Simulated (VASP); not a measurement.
# BiW (CsCl type) (Pm-3m) in VASP: a series of runs

The runs below take BiW (CsCl type) through single point, relaxation of cell and atoms, with LDA.

All numbers are computed with VASP 6.6.1; they aren't measurements. Logs are shortened: lines on timing, memory, paths and dates and some standing lists are left out, and cuts for length are marked.

### 1 The cell of the first run

It takes space group Pm-3m (No. 221, cubic). Conventional cell: a = 3.258 Å, b = 3.258 Å, c = 3.258 Å, α = 90.00°, β = 90.00°, γ = 90.00°. Within 3.7 Å of W (site symmetry m-3m) lie 8 Bi at 2.82 Å and 6 W at 3.26 Å. Bi (site symmetry m-3m) has 8 W at 2.82 Å and 6 Bi at 3.26 Å within 3.7 Å.

### 2 Single point, LDA (volume scaled by 0.9)

INCAR

```
PREC = Accurate
ENCUT = 520
EDIFF = 1E-6
ISMEAR = -1
SIGMA = 0.1
LREAL = F
LASPH = T
NELM = 80
ALGO = Normal
ISIF = 2
LWAVE = F
LCHARG = F
NBANDS = 22
```

KPOINTS

```
Automatic mesh
0
Gamma
  11 11 11
```

POSCAR

```
BiW
1.0
    3.2582036885      0.0000000000      0.0000000000
    0.0000000000      3.2582036885      0.0000000000
    0.0000000000      0.0000000000      3.2582036885
W Bi
1 1
Direct
    0.0000000000      0.0000000000      0.0000000000
    0.5000000000      0.5000000000      0.5000000000
```

Potentials or basis: VASP PAW LDA potentials, release 64 (W_sv, Bi_d).

Command:

```bash
cat potpaw_LDA.64/W_sv/POTCAR potpaw_LDA.64/Bi_d/POTCAR > POTCAR
mpirun -np 1 vasp_std > vasp.out
```

OUTCAR:

```text
PREC = Accurate
   ENCUT = 520
   EDIFF = 1E-6
   ISMEAR = -1
   LREAL = F
   LASPH = T
   NELM = 80
   ISIF = 2

 ion  position               nearest neighbor table
   1  0.000  0.000  0.000-   2 2.82   2 2.82   2 2.82   2 2.82   2 2.82   2 2.82   2 2.82   2 2.82

   2  0.500  0.500  0.500-   1 2.82   1 2.82   1 2.82   1 2.82   1 2.82   1 2.82   1 2.82   1 2.82

  LATTYP: Found a simple cubic cell.
 ALAT       =     3.2582036885

  Lattice vectors:

 A1 = (   3.2582036885,   0.0000000000,   0.0000000000)
 A2 = (   0.0000000000,   3.2582036885,   0.0000000000)
 A3 = (   0.0000000000,   0.0000000000,   3.2582036885)

Analysis of symmetry for initial positions (statically):
=====================================================================
 Subroutine PRICEL returns:
 Original cell was already a primitive cell.

 Routine SETGRP: Setting up the symmetry group for a
 simple cubic supercell.

 Subroutine GETGRP returns: Found 48 space group operations
 (whereof 48 operations were pure point group operations)
 out of a pool of 48 trial point group operations.

The static configuration has the point symmetry O_h .

Analysis of symmetry for dynamics (positions and initial velocities):
=====================================================================
 Subroutine PRICEL returns:
 Original cell was already a primitive cell.

 Routine SETGRP: Setting up the symmetry group for a
 simple cubic supercell.

 Subroutine GETGRP returns: Found 48 space group operations
 (whereof 48 operations were pure point group operations)
 out of a pool of 48 trial point group operations.

The dynamic configuration has the point symmetry O_h .

 Subroutine INISYM returns: Found 48 space group operations
 (whereof 48 operations are pure point group operations),
 and found     1 'primitive' translations

----------------------------------------------------------------------------------------

                                     Primitive cell

  volume of cell :      34.5887

  direct lattice vectors                    reciprocal lattice vectors
     3.258203689  0.000000000  0.000000000     0.306917583  0.000000000  0.000000000
     0.000000000  3.258203689  0.000000000     0.000000000  0.306917583  0.000000000
     0.000000000  0.000000000  3.258203689     0.000000000  0.000000000  0.306917583

  length of vectors
     3.258203689  3.258203689  3.258203689     0.306917583  0.306917583  0.306917583

  position of ions in fractional coordinates (direct lattice)
     0.000000000  0.000000000  0.000000000
     0.500000000  0.500000000  0.500000000

  ion indices of the primitive-cell ions
   primitive index   ion index
                 1           1
                 2           2

----------------------------------------------------------------------------------------

 KPOINTS: Automatic mesh

Automatic generation of k-mesh.
 Grid dimensions read from file:
 generate k-points for:   11   11   11

 Generating k-lattice:

  Cartesian coordinates                     Fractional coordinates (reciprocal lattice)
     0.027901598  0.000000000  0.000000000     0.090909091  0.000000000  0.000000000
     0.000000000  0.027901598  0.000000000     0.000000000  0.090909091  0.000000000
     0.000000000  0.000000000  0.027901598     0.000000000  0.000000000  0.090909091

  Length of vectors
     0.027901598  0.027901598  0.027901598

  Shift w.r.t. Gamma in fractional coordinates (k-lattice)
     0.000000000  0.000000000  0.000000000

 Subroutine IBZKPT returns following result:
 ===========================================

 Found     56 irreducible k-points:

 Following reciprocal coordinates:
            Coordinates               Weight
  0.000000  0.000000  0.000000      1.000000
  0.090909  0.000000  0.000000      6.000000
  0.181818  0.000000  0.000000      6.000000
  0.272727  0.000000  0.000000      6.000000
  0.363636  0.000000  0.000000      6.000000
  0.454545  0.000000  0.000000      6.000000
[... 16 lines left out ...]
  0.181818  0.090909  0.090909     24.000000
  0.272727  0.090909  0.090909     24.000000
 [... further k-points ...]
   k-points           NKPTS =     56   k-points in BZ     NKDIM =     56   number of bands    NBANDS=     22
   number of dos      NEDOS =    301   number of ions     NIONS =      2
   total plane-waves  NPLWV =  13824
   dimension x,y,z NGX =    24 NGY =   24 NGZ =   24
   dimension x,y,z NGXF=    48 NGYF=   48 NGZF=   48
   ions per type =               1   1
   NGX,Y,Z   is equivalent  to a cutoff of  12.25, 12.25, 12.25 a.u.
   NGXF,Y,Z  is equivalent  to a cutoff of  24.49, 24.49, 24.49 a.u.
 SYSTEM =  unknown system
   PREC   = accura    normal or accurate (medium, high low for compatibility)
   ISTART =      0    job   : 0-new  1-cont  2-samecut
   ICHARG =      2    charge: 1-file 2-atom 10-const
   ISPIN  =      1    spin polarized calculation?
   LNONCOLLINEAR =      F non collinear calculations
   LSORBIT =      F    spin-orbit coupling
   LASPH  =      T    aspherical Exc in radial PAW
   ENCUT  =  520.0 eV  38.22 Ry    6.18 a.u.   6.06  6.06  6.06*2*pi/ulx,y,z
   NELM   =     80;   NELMIN=  2; NELMDL= -5     # of ELM steps
   EDIFF  = 0.1E-05   stopping-criterion for ELM
   LREAL  =      F    real-space projection
   EDIFFG = 0.1E-04   stopping-criterion for IOM
   NSW    =      0    number of steps for IOM
   IBRION =     -1    ionic relax: 0-MD 1-quasi-New 2-CG
   NFREE  =      0    steps in history (QN), initial steepest desc. (CG)
   ISIF   =      2    stress and relaxation
   ISYM   =      2    0-nonsym 1-usesym 2-fastsym
   POTIM  = 0.5000    time-step for ionic-motion
   TEBEG  =    0.0;   TEEND  =   0.0 temperature during run
   PSTRESS=    0.0 pullay stress
   NELECT =      29.0000    total number of electrons
   NUPDOWN=      -1.0000    fix difference up-down
   EMIN   =  10.00;   EMAX   =-10.00  energy-range for DOS
   EFERMI =   0.00;   METHOD = LEGACY
   ISMEAR =    -1;   SIGMA  =   0.10  broadening in eV -4-tet -1-fermi 0-gaus
   EFERMI_NEDOS =   21; number of points for ismear=-14 and -15
   IALGO  =     38    algorithm
   IMIX   =      4    mixing-type and parameters
     AMIX     =   0.40;   BMIX     =  1.00
     AMIX_MAG =   1.60;   BMIX_MAG =  1.00
  volume/ion in A,a.u.               =      17.29       116.71
  Fermi-wavevector in a.u.,A,eV,Ry     =   1.543699  2.917168 32.422770  2.383006
  Thomas-Fermi vector in A             =   2.649325
   LORBIT       =      0    0 simple, 1 ext, 2 COOP (PROOUT), +10 PAW based schemes
   GGA     = CA    functional components
   LHFCALC =     F    Hartree Fock is set to
   AEXX    =    0.0000 exact exchange contribution
   IVDW    =     0    specifies the selected vdW correction
   LEPSILON=     F    determine dielectric tensor
   LRPA    =     F    only Hartree local field effects (RPA)
 non-spin polarized calculation
  energy-cutoff  :      520.00
  volume of cell :       34.59
 maximum number of plane-waves:       945
   NGX = 13   NGY = 13   NGZ = 13

 number of electron      28.9999997 magnetization

 Free energy of the ion-electron system (eV)
  ---------------------------------------------------
  ext. energy  EPLUGINS =         0.00000000
  ---------------------------------------------------
  free energy    TOTEN  =       -16.22021703 eV

  energy without entropy =      -16.15331497  energy(sigma->0) =      -16.18676600

 E-fermi :  13.4648     XC(G=0): -13.4711

 val. band max:       13.4493634673   @ k =   0.4545   0.3636   0.2727
 cond. band min:      13.4696765516   @ k =   0.3636   0.2727   0.0000
 fundamental gap:      0.0203130843
 Fermi energy:        13.4647930124

 k-point     1 :       0.0000    0.0000    0.0000
  band No.  band energies     occupation
      1     -60.0086      2.00000
      2     -24.4956      2.00000
      3     -24.4956      2.00000
      4     -24.4956      2.00000
      5      -9.8649      2.00000
      6      -9.8649      2.00000
[... 14 lines left out ...]
     21      25.0613      0.00000
     22      25.6769      0.00000

 k-point     2 :       0.0909    0.0000    0.0000
  band No.  band energies     occupation
      1     -60.0081      2.00000
      2     -24.5118      2.00000
      3     -24.4947      2.00000
      4     -24.4947      2.00000
      5      -9.8624      2.00000
      6      -9.8397      2.00000
[... 14 lines left out ...]
     21      25.2748      0.00000
     22      25.9225      0.00000

 k-point     3 :       0.1818    0.0000    0.0000
  band No.  band energies     occupation
      1     -60.0067      2.00000
      2     -24.5550      2.00000
      3     -24.4923      2.00000
      4     -24.4923      2.00000
      5      -9.8557      2.00000
      6      -9.7718      2.00000
[... 14 lines left out ...]
     21      26.0404      0.00000
     22      26.5353      0.00000

 k-point     4 :       0.2727    0.0000    0.0000
  band No.  band energies     occupation
      1     -60.0049      2.00000
      2     -24.6110      2.00000
      3     -24.4892      2.00000
      4     -24.4892      2.00000
      5      -9.8469      2.00000
      6      -9.6826      2.00000
[... 14 lines left out ...]
     21      25.9984      0.00000
     22      26.7210      0.00000

 k-point     5 :       0.3636    0.0000    0.0000
  band No.  band energies     occupation
      1     -60.0032      2.00000
      2     -24.6620      2.00000
      3     -24.4863      2.00000
      4     -24.4863      2.00000
      5      -9.8388      2.00000
      6      -9.6003      2.00000
[... 417 lines left out ...]
 k-point    22 :       0.0909    0.0909    0.0909
  band No.  band energies     occupation
      1     -60.0071      2.00000
      2     -24.5127      2.00000
      3     -24.5081      2.00000
      4     -24.5081      2.00000
      5      -9.8236      2.00000
      6      -9.8236      2.00000
[... 14 lines left out ...]
     21      24.0558      0.00000
     22      26.0139      0.00000

 k-point    23 :       0.1818    0.0909    0.0909
  band No.  band energies     occupation
      1     -60.0057      2.00000
      2     -24.5523      2.00000
      3     -24.5074      2.00000
      4     -24.5057      2.00000
      5      -9.8178      2.00000
      6      -9.7558      2.00000
[... 14 lines left out ...]
     21      24.7888      0.00000
     22      26.5334      0.00000

 k-point    24 :       0.2727    0.0909    0.0909
  band No.  band energies     occupation
      1     -60.0039      2.00000
      2     -24.6073      2.00000
      3     -24.5030      2.00000
      4     -24.5025      2.00000
      5      -9.8102      2.00000
      6      -9.6667      2.00000
[... 14 lines left out ...]
     21      24.3751      0.00000
     22      26.8922      0.00000

 [... further k-points ...]
[... 5 lines left out ...]
  --------------------------------------------------------------------------------------
  -------------------------------------------------------------------------------------
  Total        5.1829939      5.1829939      5.1829939     -0.0000000      0.0000000     -0.0000000
  in kB      240.0803339    240.0803339    240.0803339     -0.0000000      0.0000000     -0.0000000
  external PRESSURE =     240.0803339 kB  Pullay stress =       0.0000000 kB

 VOLUME and BASIS-vectors are now :
 -----------------------------------------------------------------------------
  energy-cutoff  :      520.00
  volume of cell :       34.59
      direct lattice vectors                 reciprocal lattice vectors
     3.258203689  0.000000000  0.000000000     0.306917583  0.000000000  0.000000000
     0.000000000  3.258203689  0.000000000     0.000000000  0.306917583  0.000000000
     0.000000000  0.000000000  3.258203689     0.000000000  0.000000000  0.306917583

 POSITION                                       TOTAL-FORCE (eV/Angst)
 -----------------------------------------------------------------------------------
      0.00000      0.00000      0.00000         0.000000      0.000000      0.000000
      1.62910      1.62910      1.62910         0.000000      0.000000      0.000000
 -----------------------------------------------------------------------------------
    total drift:                                0.000000      0.000000     -0.000000

  FREE ENERGIE OF THE ION-ELECTRON SYSTEM (eV)
  ---------------------------------------------------
  free  energy   TOTEN  =       -16.2202170292 eV

  energy  without entropy=      -16.1533149745  energy(sigma->0) =      -16.18676600
```

Wall time 15 s (1 thread of Intel Xeon Platinum 8375C at 2.90GHz (Ice Lake), shared host); peak memory 0.16 GiB.

Results:

- Free energy: -16.2202 eV
- Pressure: 24.0 GPa

Levels at points of the mesh, in eV from the Fermi level:
```
           k point  band 12  band 13  band 14  band 15  band 16  band 17
(0.00, 0.00, 0.00)    -3.22     0.94     0.94     0.94     0.99     0.99
```

Caveat: the cell differs from its parent crystal (volume scaled by 0.9); spin-orbit coupling is left out, which moves the levels of the heavy elements.

### 3 Single point, LDA

This run uses another cell than the first one, of 19.22 Å³/atom, 1.111 times its volume.

INCAR

```
SYSTEM = BiW
PREC     = Accurate       ! precision mode
ENCUT    = 520            ! plane-wave cutoff, eV
EDIFF    = 1E-7           ! SCF threshold, eV
ISMEAR   = -1             ! smearing method
SIGMA    = 0.1            ! smearing width, eV
LREAL    = .False.        ! projectors in reciprocal space
LASPH    = .True.         ! aspherical terms in the spheres
NELM     = 100            ! most SCF steps
ALGO     = Normal         ! electronic algorithm
ISIF     = 2              ! what is computed and relaxed
LWAVE    = .False.        ! write WAVECAR
LCHARG   = .False.        ! write CHGCAR
NBANDS   = 22             ! bands
```

KPOINTS

```
Automatic mesh
0
Gamma
  11 11 11
  0 0 0
```

POSCAR

```
BiW
1.0
    3.3746654706      0.0000000000      0.0000000000
    0.0000000000      3.3746654706      0.0000000000
    0.0000000000      0.0000000000      3.3746654706
W Bi
1 1
Direct
    0.0000000000      0.0000000000      0.0000000000
    0.5000000000      0.5000000000      0.5000000000
```

Potentials or basis: VASP PAW LDA potentials, release 64 (W_sv, Bi_d).

Command:

```bash
cat potpaw_LDA.64/W_sv/POTCAR potpaw_LDA.64/Bi_d/POTCAR > POTCAR
mpirun -np 1 vasp_std > vasp.out
```

Run time: 39 s. Hardware: 1 thread of Intel Xeon Platinum 8375C at 2.90GHz (Ice Lake), shared host; peak memory 0.17 GiB.

It converged, with:

| Quantity | Value |
| --- | --- |
| Free energy | -16.4910 eV |
| Pressure | 0.6 GPa |

Levels at points of the mesh, in eV from the Fermi level:
| k point | band 10 | band 11 | band 12 | band 13 | band 14 | band 15 | band 16 | band 17 | band 18 | band 19 |
| --- | --- | --- | --- | --- | --- | --- | --- | --- | --- | --- |
| (0.00, 0.00, 0.00) | -14.53 | -2.77 | -2.77 | 0.81 | 0.81 | 0.81 | 0.85 | 0.85 | 0.85 | 3.20 |

Caveat: spin-orbit coupling is left out, which moves the levels of the heavy elements.

### 4 Relaxation of cell and atoms, LDA

This run uses another cell than the first one, of 19.71 Å³/atom, 1.139 times its volume.

INCAR

```
PREC     = Accurate       # precision mode
ENCUT    = 600            # plane-wave cutoff, eV
EDIFF    = 1E-7           # SCF threshold, eV
ISMEAR   = -1             # smearing method
SIGMA    = 0.1            # smearing width, eV
LREAL    = F              # projectors in reciprocal space
LASPH    = T              # aspherical terms in the spheres
NELM     = 60             # most SCF steps
ALGO     = Normal         # electronic algorithm
ISIF     = 3              # what is computed and relaxed
LWAVE    = F              # write WAVECAR
LCHARG   = F              # write CHGCAR
GGA      = CA             # functional
IBRION   = 2              # ionic algorithm
NSW      = 60             # ionic steps
EDIFFG   = -0.005         # ionic threshold
```

KPOINTS

```
Automatic mesh
0
Gamma
  11 11 11
```

POSCAR

```
BiW
1.0
    3.4031152376      0.0000000000      0.0000000000
    0.0000000000      3.4031152376      0.0000000000
    0.0000000000      0.0000000000      3.4031152376
W Bi
1 1
Direct
    0.0000000000      0.0000000000      0.0000000000
    0.5000000000      0.5000000000      0.5000000000
```

Command:

```bash
cat potpaw_LDA.64/W_sv/POTCAR potpaw_LDA.64/Bi_d/POTCAR > POTCAR
mpirun -np 1 vasp_std > vasp.out
```

It took 1.8 min on 1 thread of Intel Xeon Platinum 8375C at 2.90GHz (Ice Lake), shared host; peak memory 0.19 GiB.

Results (log left out):

| Item | Value |
| --- | --- |
| Free energy | -16.4915 eV |
| Relaxed volume | 19.29 Å³/atom |
| Relaxed cell | a = 3.379 Å, b = 3.379 Å, c = 3.379 Å, α = 90.00°, β = 90.00°, γ = 90.00° |
| Space group after relaxing (to 0.05 Å) | Pm-3m (No. 221) |
| Energy gained by relaxing | 4.6 meV/atom |
| Ionic steps | 4 |
| Pressure after relaxing | 0.0 GPa |

Step by step:
| step | energy change (eV) | largest force (eV/Å) | pressure (GPa) | volume (Å³) |
| --- | --- | --- | --- | --- |
| 1 | 0.0000 | 0.0000 | -3.47 | 39.41 |
| 2 | 0.0265 | 0.0000 | 7.70 | 37.03 |
| 3 | -0.0092 | 0.0000 | -0.05 | 38.59 |
| 4 | -0.0092 | 0.0000 | 0.02 | 38.57 |

Final structure:
```
CELL_PARAMETERS angstrom
3.37877 0.00000 0.00000
0.00000 3.37877 0.00000
0.00000 0.00000 3.37877
ATOMIC_POSITIONS crystal
W 0.00000 0.00000 0.00000
Bi 0.50000 0.50000 0.50000
```

Levels at points of the mesh, in eV from the Fermi level:
```csv
k point,band 10,band 11,band 12,band 13,band 14,band 15,band 16,band 17,band 18
"(0.00, 0.00, 0.00)",-14.50,-2.75,-2.75,0.81,0.81,0.81,0.84,0.84,0.84
```

Caveat: spin-orbit coupling is left out, which moves the levels of the heavy elements.

### 5 Summary

| task | cell | cutoff (eV) | gap on the mesh (eV) | pressure (GPa) |
| --- | --- | --- | --- | --- |
| single point | a = 3.258 Å, 2 atoms | 520 | none | 24.0 |
| single point | a = 3.375 Å, 2 atoms | 520 | none | 0.6 |
| relaxation of cell and atoms | relaxed from a = 3.403 Å, 2 atoms | 600 | none | 0.0 |

Alike in all rows: level LDA; potentials or basis VASP PAW LDA potentials, release 64 (W_sv, Bi_d); no spin polarisation; k mesh 11 × 11 × 11; smearing fermi-dirac 0.1 eV.

Caveats: spin-orbit coupling is left out, which moves the levels of the heavy elements.

Total energies depend on the potentials used, so only differences within one code and one set of settings carry meaning.
